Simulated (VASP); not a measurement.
Wanted: the native input for a VASP 6.6.1 run.

| Property | Result |
| --- | --- |
| Task | single point |
| Functional | RPBE |
| Potentials or basis | VASP PAW PBE potentials, release 64 (As, S) |
| Cutoff | 520 eV |
| k mesh | 10 × 10 × 10 |
| Occupations | gaussian, width 0.1 eV |
| Spin | no spin polarisation |
| Dipole correction | no |
| Further INCAR settings | ALGO = Normal; EDIFF = 1e-06; NBANDS = 21 |

The structure of As4S lies in POSCAR:

```
As4S
1.0
   -3.0001661740      3.0001661740      3.0001661740
    3.0001661740     -3.0001661740      3.0001661740
    3.0001661740      3.0001661740     -3.0001661740
As S
4 1
Direct
    0.5000000000      0.5000000000      0.5000000000
    0.5000000000      0.0000000000      0.0000000000
    0.0000000000      0.0000000000      0.5000000000
    0.0000000000      0.5000000000      0.0000000000
    0.0000000000      0.0000000000      0.0000000000
```

One way to write it, as run:

INCAR

```
PREC = Accurate
ENCUT = 520
EDIFF = 1E-6
ISMEAR = 0
SIGMA = 0.1
LREAL = False
LASPH = True
NELM = 60
ALGO = Normal
ISIF = 2
LWAVE = False
LCHARG = True
GGA = RP
LELF = True
LVHAR = True
NBANDS = 21
```

KPOINTS

```
Automatic mesh
0
Gamma
  10 10 10
```

Potentials or basis: VASP PAW PBE potentials, release 64 (As, S).

The run is started by

```console
$ cat potpaw_PBE.64/As/POTCAR potpaw_PBE.64/S/POTCAR > POTCAR
$ mpirun -np 1 vasp_std > vasp.out
```

It gave:

```yaml
Pressure: 1.5 GPa
Band_gap_on_the_k_mesh: zero (bands 13 and 14 overlap by 2.23 eV)
```

Caveat: the PAW data sets were made with another functional, which shifts forces and pressure a little.

It took 72 s on 1 thread of Intel(R) Xeon(R) Platinum 8488C (Sapphire Rapids), with other jobs on the host, peak memory 0.28 GiB.
